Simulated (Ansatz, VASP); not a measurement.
# Ge in VASP and in Ansatz

Contents of INCAR:

```
SYSTEM = Ge
  ALGO = Normal
  EDIFF = 1E-6
  ENCUT = 520
  GGA = PS
  ISIF = 2
  ISMEAR = 0
  LASPH = .TRUE.
  LCHARG = .FALSE.
  LREAL = .FALSE.
  LWAVE = .FALSE.
  NBANDS = 21
  NELM = 60
  PREC = Accurate
  SIGMA = 0.15
```

Contents of KPOINTS:

```
k-points
0
G
  14 14 14
  0 0 0
```

File POSCAR:

```
Ge
1.0
    0.0212157750      2.8287700000      2.8287700000
    2.8287700000      0.0212157750      2.8287700000
    2.8499857750      2.8499857750      0.0000000000
Ge
2
Direct
    0.5000000000      0.5000000000      0.5000000000
    0.7500000000      0.7500000000      0.7500000000
```

Input for Ansatz:

```yaml
crystal:
  lattice:
    - [0.021215775, 2.82877, 2.82877]
    - [2.82877, 0.021215775, 2.82877]
    - [2.849985775, 2.849985775, 0.0]
  atoms:
    - { symbol: Ge, position: [0.5, 0.5, 0.5] }
    - { symbol: Ge, position: [0.75, 0.75, 0.75] }
basis:
  ecutwfc: 420
kpoints:
  mp_grid: { grid: [14, 14, 14] }
hamiltonian:
  xc: pbesol
scf:
  occupations: { method: gaussian, width: 0.15 }
output:
  forces: true
  stress: true
  eigenvalues: true
```

Change from the starting cell: strain +0.0150 x Voigt [0, 0, 0, 0, 0, 1], atoms carried along.

Alike in both runs: task single point; functional PBEsol; k mesh 14 × 14 × 14; occupations gaussian, width 0.15 eV; no spin polarisation.

|  | VASP | Ansatz |
| --- | --- | --- |
| version | VASP 6.6.1 | Ansatz 0.2.0 |
| potentials or method | VASP PAW PBE potentials, release 64 (Ge_d), cutoff 520 eV | scalar-relativistic, plane waves, PAW |
| valence electrons in the cell | 28 | 28 |

Ansatz gave:

- pressure (GPa): 0.7
- traceless stress, the component that is largest in VASP (GPa): -1.25
- rms of the force components (eV/Å): 0.076

Q: Estimate VASP's values.

A: Pressure (GPa): 0.3; traceless stress, the component that is largest in VASP (GPa): -1.25; rms of the force components (eV/Å): 0.075.

VASP's potentials were made for PBE, not for PBEsol. Atom by atom the forces differ by 0.001 eV/Å (rms over components). With one functional, cell and mesh, what is left measures potentials, basis and numerics.
